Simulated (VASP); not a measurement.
Crystal: CuO.

```xyz
4
Lattice="2.8795 0.0000 0.0000 0.0391 2.8793 0.0000 0.0175 0.0172 5.1763" Properties=species:S:1:pos:R:3 pbc="T T T"
Cu    0.0195    1.4396    0.0000
Cu    1.4485    0.0086    2.5882
O     2.8881    0.0177    3.8817
O     0.0479    2.8788    1.2947
```

```yaml
Program: VASP 6.6.1
Task: relaxation of cell and atoms
Functional: revPBE
Potentials_or_basis: VASP PAW PBE potentials, release 64 (Cu, O)
Cutoff: 600 eV
k_mesh: 9 × 9 × 5
Occupations: fermi-dirac, width 0.05 eV
Spin: no spin polarisation
```

At the start: pressure 10.3 GPa; volume 10.73 Å³/atom.

Problem. Where does the relaxation end?

Solution. Over 6 steps the energy falls by 24.9 meV/atom and the volume is 11.54 Å³/atom (+7.6 %); space group Cccm (No. 66, to 0.05 Å).

The path:
| step | energy change (eV) | largest force (eV/Å) | pressure (GPa) | volume (Å³) |
| --- | --- | --- | --- | --- |
| 1 | 0.0000 | 0.0110 | 10.28 | 42.92 |
| 2 | -0.0658 | 0.0094 | -4.28 | 47.34 |
| 3 | -0.0869 | 0.0080 | -0.06 | 45.79 |
| 4 | -0.0956 | 0.0064 | -0.02 | 45.95 |
| 5 | -0.0997 | 0.0050 | 0.02 | 46.14 |
| 6 | -0.0998 | 0.0056 | 0.06 | 46.16 |

Final structure:
```
CELL_PARAMETERS angstrom
2.98274 -0.00182 -0.00041
0.03866 2.98211 -0.00020
0.01737 0.01751 5.18950
ATOMIC_POSITIONS crystal
Cu 0.00000 0.50000 0.00000
Cu 0.50000 0.00000 0.50000
O 0.99861 0.00144 0.75003
O 0.00139 0.99856 0.24997
```

Caveat: the PAW data sets were made with another functional, which shifts forces and pressure a little.
